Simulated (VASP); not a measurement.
In4TeS:

```
CELL_PARAMETERS angstrom
4.86166 0.00000 0.00000
0.00000 4.86166 0.00000
0.00000 0.00000 6.77377
ATOMIC_POSITIONS crystal
In 0.00000 0.50000 0.18284
In 0.50000 0.00000 0.81716
In 0.00000 0.50000 0.81716
In 0.50000 0.00000 0.18284
Te 0.00000 0.00000 0.00000
S 0.00000 0.00000 0.50000
```

The cell was built from a structure type or drawn by symmetry, and may not be a known phase.

```yaml
Program: VASP 6.6.1
Task: relaxation of cell and atoms
Functional: PBE
Potentials_or_basis: VASP PAW PBE potentials, release 64 (In_d, Te, S)
Cutoff: 600 eV
k_mesh: 4 × 4 × 4
Occupations: gaussian, width 0.1 eV
Spin: no spin polarisation
```

At the start: pressure 21.8 GPa; volume 26.68 Å³/atom.

Problem. Where does the relaxation end?

Solution. Over 20 steps the energy falls by 1094.8 meV/atom and the volume is 31.53 Å³/atom (+18.1 %); space group P4/mmm (No. 123, to 0.1 Å) before and after.

The path:
```
step  energy change (eV)  largest force (eV/Å)  pressure (GPa)  volume (Å³)
   1              0.0000                6.2483           21.79       160.10
   2             -4.9397                0.4670           -3.06       259.30
   3             -5.1100                0.9598           -0.74       223.15
   4             -5.1472                0.7902           -1.61       233.09
   5             -5.1464                0.8166           -1.47       231.45
   6             -5.3941                0.8514           -1.06       221.79
   7             -5.9371                0.8929            0.99       194.08
   8             -5.1631                0.0921           13.57       144.32
   9             -6.0609                0.8814            2.06       183.08
  10             -6.0147                0.6431            5.85       163.44
  11             -6.1055                0.8046            3.39       174.35
  12             -6.2655                0.6063            3.00       174.51
  13             -6.4775                0.0172            2.22       174.66
  14             -6.5345                0.0526            1.25       180.13
  15             -6.5592                0.1162           -0.28       191.17
  16             -6.5631                0.1007            0.08       188.26
  17             -6.5631                0.0990            0.12       187.98
  18             -6.5646                0.0862            0.10       188.10
  19             -6.5679                0.0483            0.06       188.45
  20             -6.5691                0.0266           -0.03       189.16
```

Final structure:
```
In Te S
1.0
     4.70213    0.00000    0.00000
     0.00000    4.70213    0.00000
     0.00000    0.00000    8.55523
In Te S
4 1 1
Direct
  0.00000 0.50000 0.27304
  0.50000 0.00000 0.72696
  0.00000 0.50000 0.72696
  0.50000 0.00000 0.27304
  0.00000 0.00000 0.00000
  0.00000 0.00000 0.50000
```

Caveat: the volume moved by over 15 % at a fixed basis, so the end points are rough.
